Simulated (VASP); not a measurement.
# SnO (P4/nmm) in VASP: a series of runs

SnO is run at these levels: LDA; tasks: single point.

Everything below comes from runs of VASP 6.6.1. Logs are shortened: lines on timing, memory, paths and dates and some standing lists are left out, and cuts for length are marked.

### Step 1. The cell of the first run

Symmetry: P4/nmm, No. 129, tetragonal system. Conventional cell: a = 3.764 Å, b = 3.764 Å, c = 4.836 Å, α = 90.00°, β = 90.00°, γ = 90.00°. Within 2.9 Å of Sn (site symmetry 4mm) lie 4 O at 2.21 Å. O (site symmetry -4m2) has 4 Sn at 2.21 Å and 4 O at 2.66 Å within 2.9 Å.

### Step 2. Single point, LDA (equal xx and yy strain of -1 %)

Contents of INCAR:

```
PREC = Accurate ; ENCUT = 520
EDIFF = 1E-6 ; ISMEAR = -1
SIGMA = 0.02 ; LREAL = False
LASPH = True ; NELM = 80
ALGO = Normal ; ISIF = 2
LWAVE = False ; LCHARG = False
NBANDS = 28
```

Contents of KPOINTS:

```
regular mesh
0
Gamma
  6 6 5
```

Contents of POSCAR:

```
SnO
1.0
    3.7639800000      0.0000000000      0.0000000000
    0.0000000000      3.7639800000      0.0000000000
    0.0000000000      0.0000000000      4.8360000000
Sn O
2 2
Direct
    0.0000000000      0.5000000000      0.2385000000
    0.5000000000      0.0000000000      0.7615000000
    0.0000000000      0.0000000000      0.0000000000
    0.5000000000      0.5000000000      0.0000000000
```

Potentials or basis: VASP PAW LDA potentials, release 64 (Sn_d, O).

Launch:

```console
$ cat potpaw_LDA.64/Sn_d/POTCAR potpaw_LDA.64/O/POTCAR > POTCAR
$ mpirun -np 1 vasp_std > vasp.out
```

OUTCAR:

```text
PREC = Accurate
   ENCUT = 520
   EDIFF = 1E-6
   ISMEAR = -1
   LREAL = False
   LASPH = True
   NELM = 80
   ISIF = 2

 ion  position               nearest neighbor table
   1  0.000  0.500  0.239-   3 2.21   4 2.21   3 2.21   4 2.21   2 3.52   2 3.52   2 3.52   2 3.52
                             2 3.67   2 3.67   2 3.67   2 3.67
   2  0.500  0.000  0.761-   3 2.21   4 2.21   4 2.21   3 2.21   1 3.52   1 3.52   1 3.52   1 3.52
                             1 3.67   1 3.67   1 3.67   1 3.67
   3  0.000  0.000  0.000-   1 2.21   2 2.21   1 2.21   2 2.21
   4  0.500  0.500  0.000-   1 2.21   2 2.21   2 2.21   1 2.21

  LATTYP: Found a simple tetragonal cell.
 ALAT       =     3.7639800000
 C/A-ratio  =     1.2848102275

  Lattice vectors:

 A1 = (   3.7639800000,   0.0000000000,   0.0000000000)
 A2 = (   0.0000000000,   3.7639800000,   0.0000000000)
 A3 = (   0.0000000000,   0.0000000000,   4.8360000000)

Analysis of symmetry for initial positions (statically):
=====================================================================
 Subroutine PRICEL returns:
 Original cell was already a primitive cell.

 Routine SETGRP: Setting up the symmetry group for a
 simple tetragonal supercell.

 Subroutine GETGRP returns: Found 16 space group operations
 (whereof  8 operations were pure point group operations)
 out of a pool of 16 trial point group operations.

The static configuration has the point symmetry D_2d.
 The point group associated with its full space group is D_4h.

Analysis of symmetry for dynamics (positions and initial velocities):
=====================================================================
 Subroutine PRICEL returns:
 Original cell was already a primitive cell.

 Routine SETGRP: Setting up the symmetry group for a
 simple tetragonal supercell.

 Subroutine GETGRP returns: Found 16 space group operations
 (whereof  8 operations were pure point group operations)
 out of a pool of 16 trial point group operations.

The dynamic configuration has the point symmetry D_2d.
 The point group associated with its full space group is D_4h.

 Subroutine INISYM returns: Found 16 space group operations
 (whereof  8 operations are pure point group operations),
 and found     1 'primitive' translations

----------------------------------------------------------------------------------------

                                     Primitive cell

  volume of cell :      68.5142

  direct lattice vectors                    reciprocal lattice vectors
     3.763980000  0.000000000  0.000000000     0.265676226  0.000000000  0.000000000
     0.000000000  3.763980000  0.000000000     0.000000000  0.265676226  0.000000000
     0.000000000  0.000000000  4.836000000     0.000000000  0.000000000  0.206782465

  length of vectors
     3.763980000  3.763980000  4.836000000     0.265676226  0.265676226  0.206782465

  position of ions in fractional coordinates (direct lattice)
     0.000000000  0.500000000  0.238500000
     0.500000000  0.000000000  0.761500000
     0.000000000  0.000000000  0.000000000
     0.500000000  0.500000000  0.000000000

  ion indices of the primitive-cell ions
   primitive index   ion index
                 1           1
                 2           2
                 3           3
                 4           4

----------------------------------------------------------------------------------------

 KPOINTS: regular mesh

Automatic generation of k-mesh.
 Grid dimensions read from file:
 generate k-points for:    6    6    5

 Generating k-lattice:

  Cartesian coordinates                     Fractional coordinates (reciprocal lattice)
     0.044279371  0.000000000  0.000000000     0.166666667  0.000000000  0.000000000
     0.000000000  0.044279371  0.000000000     0.000000000  0.166666667  0.000000000
     0.000000000  0.000000000  0.041356493     0.000000000  0.000000000  0.200000000

  Length of vectors
     0.044279371  0.044279371  0.041356493

  Shift w.r.t. Gamma in fractional coordinates (k-lattice)
     0.000000000  0.000000000  0.000000000

 Subroutine IBZKPT returns following result:
 ===========================================

 Found     30 irreducible k-points:

 Following reciprocal coordinates:
            Coordinates               Weight
  0.000000  0.000000  0.000000      1.000000
  0.166667  0.000000  0.000000      4.000000
  0.333333  0.000000  0.000000      4.000000
  0.500000  0.000000  0.000000      2.000000
  0.166667  0.166667  0.000000      4.000000
  0.333333  0.166667  0.000000      8.000000
[... 16 lines left out ...]
  0.333333  0.000000  0.400000      8.000000
  0.500000  0.000000  0.400000      4.000000
 [... further k-points ...]
   k-points           NKPTS =     30   k-points in BZ     NKDIM =     30   number of bands    NBANDS=     28
   number of dos      NEDOS =    301   number of ions     NIONS =      4
   total plane-waves  NPLWV =  28224
   dimension x,y,z NGX =    28 NGY =   28 NGZ =   36
   dimension x,y,z NGXF=    56 NGYF=   56 NGZF=   72
   ions per type =               2   2
   NGX,Y,Z   is equivalent  to a cutoff of  12.37, 12.37, 12.38 a.u.
   NGXF,Y,Z  is equivalent  to a cutoff of  24.73, 24.73, 24.75 a.u.
 SYSTEM =  unknown system
   PREC   = accura    normal or accurate (medium, high low for compatibility)
   ISTART =      0    job   : 0-new  1-cont  2-samecut
   ICHARG =      2    charge: 1-file 2-atom 10-const
   ISPIN  =      1    spin polarized calculation?
   LNONCOLLINEAR =      F non collinear calculations
   LSORBIT =      F    spin-orbit coupling
   LASPH  =      T    aspherical Exc in radial PAW
   ENCUT  =  520.0 eV  38.22 Ry    6.18 a.u.   7.00  7.00  8.99*2*pi/ulx,y,z
   NELM   =     80;   NELMIN=  2; NELMDL= -5     # of ELM steps
   EDIFF  = 0.1E-05   stopping-criterion for ELM
   LREAL  =      F    real-space projection
   EDIFFG = 0.1E-04   stopping-criterion for IOM
   NSW    =      0    number of steps for IOM
   IBRION =     -1    ionic relax: 0-MD 1-quasi-New 2-CG
   NFREE  =      0    steps in history (QN), initial steepest desc. (CG)
   ISIF   =      2    stress and relaxation
   ISYM   =      2    0-nonsym 1-usesym 2-fastsym
   POTIM  = 0.5000    time-step for ionic-motion
   TEBEG  =    0.0;   TEEND  =   0.0 temperature during run
   PSTRESS=    0.0 pullay stress
   NELECT =      40.0000    total number of electrons
   NUPDOWN=      -1.0000    fix difference up-down
   EMIN   =  10.00;   EMAX   =-10.00  energy-range for DOS
   EFERMI =   0.00;   METHOD = LEGACY
   ISMEAR =    -1;   SIGMA  =   0.02  broadening in eV -4-tet -1-fermi 0-gaus
   EFERMI_NEDOS =   21; number of points for ismear=-14 and -15
   IALGO  =     38    algorithm
   IMIX   =      4    mixing-type and parameters
     AMIX     =   0.40;   BMIX     =  1.00
     AMIX_MAG =   1.60;   BMIX_MAG =  1.00
  volume/ion in A,a.u.               =      17.13       115.59
  Fermi-wavevector in a.u.,A,eV,Ry     =   1.368258  2.585632 25.471858  1.872129
  Thomas-Fermi vector in A             =   2.494238
   LORBIT       =      0    0 simple, 1 ext, 2 COOP (PROOUT), +10 PAW based schemes
   GGA     = CA    functional components
   LHFCALC =     F    Hartree Fock is set to
   AEXX    =    0.0000 exact exchange contribution
   IVDW    =     0    specifies the selected vdW correction
   LEPSILON=     F    determine dielectric tensor
   LRPA    =     F    only Hartree local field effects (RPA)
 non-spin polarized calculation
  energy-cutoff  :      520.00
  volume of cell :       68.51
 maximum number of plane-waves:      1862
 NGX is ok and might be reduce to    28
   NGX = 13   NGY = 13   NGZ = 17

 number of electron      40.0000010 magnetization

 Free energy of the ion-electron system (eV)
  ---------------------------------------------------
  ext. energy  EPLUGINS =         0.00000000
  ---------------------------------------------------
  free energy    TOTEN  =       -25.71979934 eV

  energy without entropy =      -25.71916996  energy(sigma->0) =      -25.71948465

 E-fermi :   7.1756     XC(G=0): -10.7769

 val. band max:        7.1744505961   @ k =   0.5000   0.5000   0.0000
 cond. band min:       7.2014633105   @ k =   0.0000   0.0000   0.0000
 fundamental gap:      0.0270127144
 Fermi energy:         7.1755982498

 k-point     1 :       0.0000    0.0000    0.0000
  band No.  band energies     occupation
      1     -14.8058      2.00000
      2     -14.3424      2.00000
      3     -14.3424      2.00000
      4     -14.3408      2.00000
      5     -14.2796      2.00000
      6     -14.2794      2.00000
[... 20 lines left out ...]
     27      13.9221      0.00000
     28      14.3155      0.00000

 k-point     2 :       0.1667    0.0000    0.0000
  band No.  band energies     occupation
      1     -14.7913      2.00000
      2     -14.3615      2.00000
      3     -14.3365      2.00000
      4     -14.3348      2.00000
      5     -14.3057      2.00000
      6     -14.2830      2.00000
[... 20 lines left out ...]
     27      14.2158      0.00000
     28      16.2626      0.00000

 k-point     3 :       0.3333    0.0000    0.0000
  band No.  band energies     occupation
      1     -14.7510      2.00000
      2     -14.5389      2.00000
      3     -14.3194      2.00000
      4     -14.3162      2.00000
      5     -14.2972      2.00000
      6     -14.2900      2.00000
[... 20 lines left out ...]
     27      14.7308      0.00000
     28      17.4626      0.00000

 k-point     4 :       0.5000    0.0000    0.0000
  band No.  band energies     occupation
      1     -14.6747      2.00000
      2     -14.6747      2.00000
      3     -14.3007      2.00000
      4     -14.3007      2.00000
      5     -14.2991      2.00000
      6     -14.2991      2.00000
[... 20 lines left out ...]
     27      15.6824      0.00000
     28      15.6824      0.00000

 k-point     5 :       0.1667    0.1667    0.0000
  band No.  band energies     occupation
      1     -14.7813      2.00000
      2     -14.4300      2.00000
      3     -14.3445      2.00000
      4     -14.3221      2.00000
      5     -14.3121      2.00000
      6     -14.2816      2.00000
[... 20 lines left out ...]
     27      15.6409      0.00000
     28      16.8602      0.00000

 k-point     6 :       0.3333    0.1667    0.0000
  band No.  band energies     occupation
      1     -14.7537      2.00000
      2     -14.5824      2.00000
      3     -14.3297      2.00000
      4     -14.3036      2.00000
      5     -14.2937      2.00000
      6     -14.2875      2.00000
[... 463 lines left out ...]
      5     -14.2642      2.00000
      6     -14.2591      2.00000
[... 20 lines left out ...]
     27      15.1531      0.00000
     28      15.1819      0.00000

 k-point    22 :       0.1667    0.0000    0.4000
  band No.  band energies     occupation
      1     -14.7797      2.00000
      2     -14.3914      2.00000
      3     -14.3227      2.00000
      4     -14.3203      2.00000
      5     -14.3065      2.00000
      6     -14.2825      2.00000
[... 20 lines left out ...]
     27      15.1689      0.00000
     28      16.3559      0.00000

 k-point    23 :       0.3333    0.0000    0.4000
  band No.  band energies     occupation
      1     -14.7524      2.00000
      2     -14.5666      2.00000
      3     -14.3318      2.00000
      4     -14.3120      2.00000
      5     -14.3010      2.00000
      6     -14.3000      2.00000
[... 20 lines left out ...]
     27      15.5553      0.00000
     28      17.2795      0.00000

 k-point    24 :       0.5000    0.0000    0.4000
  band No.  band energies     occupation
      1     -14.6911      2.00000
      2     -14.6911      2.00000
      3     -14.3306      2.00000
      4     -14.3306      2.00000
      5     -14.2937      2.00000
      6     -14.2937      2.00000
[... 20 lines left out ...]
     27      16.2093      0.00000
     28      16.2093      0.00000

 [... further k-points ...]

------------------------ aborting loop because EDIFF is reached ----------------------------------------

  FORCE on cell =-STRESS in cart. coord.  units (eV):
  Direction    XX          YY          ZZ          XY          YZ          ZX
  --------------------------------------------------------------------------------------
  -------------------------------------------------------------------------------------
  Total       -0.0710716     -0.0710716     -0.4853202      0.0000000      0.0000000      0.0000000
  in kB       -1.6619794     -1.6619794    -11.3490109      0.0000000      0.0000000      0.0000000
  external PRESSURE =      -4.8909899 kB  Pullay stress =       0.0000000 kB

 VOLUME and BASIS-vectors are now :
 -----------------------------------------------------------------------------
  energy-cutoff  :      520.00
  volume of cell :       68.51
      direct lattice vectors                 reciprocal lattice vectors
     3.763980000  0.000000000  0.000000000     0.265676226  0.000000000  0.000000000
     0.000000000  3.763980000  0.000000000     0.000000000  0.265676226  0.000000000
     0.000000000  0.000000000  4.836000000     0.000000000  0.000000000  0.206782465

 POSITION                                       TOTAL-FORCE (eV/Angst)
 -----------------------------------------------------------------------------------
      0.00000      1.88199      1.15339         0.000000      0.000000      0.109793
      1.88199      0.00000      3.68261        -0.000000      0.000000     -0.109793
      0.00000      0.00000      0.00000        -0.000000      0.000000     -0.000000
      1.88199      1.88199      0.00000         0.000000     -0.000000     -0.000000
 -----------------------------------------------------------------------------------
    total drift:                                0.000000      0.000000      0.000000

  FREE ENERGIE OF THE ION-ELECTRON SYSTEM (eV)
  ---------------------------------------------------
  free  energy   TOTEN  =       -25.7197993358 eV

  energy  without entropy=      -25.7191699627  energy(sigma->0) =      -25.71948465
```

It took 34 s on 1 thread of AMD EPYC 7R13 (Zen 3), shared host; peak memory 0.14 GiB.

What came out:

```
Free energy            : -25.7198 eV
Pressure               : -0.5 GPa
Largest force          : 0.110 eV/Å
Band gap on the k mesh : zero (band 20 reaches 7.20 eV, above the bottom of band 21 at 7.17 eV)
```

Forces on the atoms (eV/Å):
```
Sn   0.000  0.000  0.110
Sn   0.000  0.000 -0.110
O    0.000  0.000  0.000
O    0.000  0.000  0.000
```

Stress tensor (GPa, compression positive):
```
-0.17  0.00  0.00
 0.00 -0.17  0.00
 0.00  0.00 -1.13
```

Levels at points of the mesh, in eV from the Fermi level:
| k point | band 17 | band 18 | band 19 | band 20 | band 21 | band 22 | band 23 | band 24 |
| --- | --- | --- | --- | --- | --- | --- | --- | --- |
| (0.00, 0.00, 0.00) | -3.63 | -3.27 | -3.27 | 0.03 | 2.14 | 4.18 | 4.70 | 4.70 |
| (0.50, 0.00, 0.00) | -5.03 | -5.03 | -2.83 | -2.83 | 3.13 | 3.13 | 5.93 | 5.93 |
| (0.50, 0.50, 0.00) | -2.59 | -2.59 | -1.94 | -1.94 | 0.00 | 0.00 | 4.31 | 4.31 |

Caveat: the cell differs from its parent crystal (equal xx and yy strain of -1 %); spin-orbit coupling is left out, which moves the levels of the heavy elements.

(Continued in part 2 of 2.)
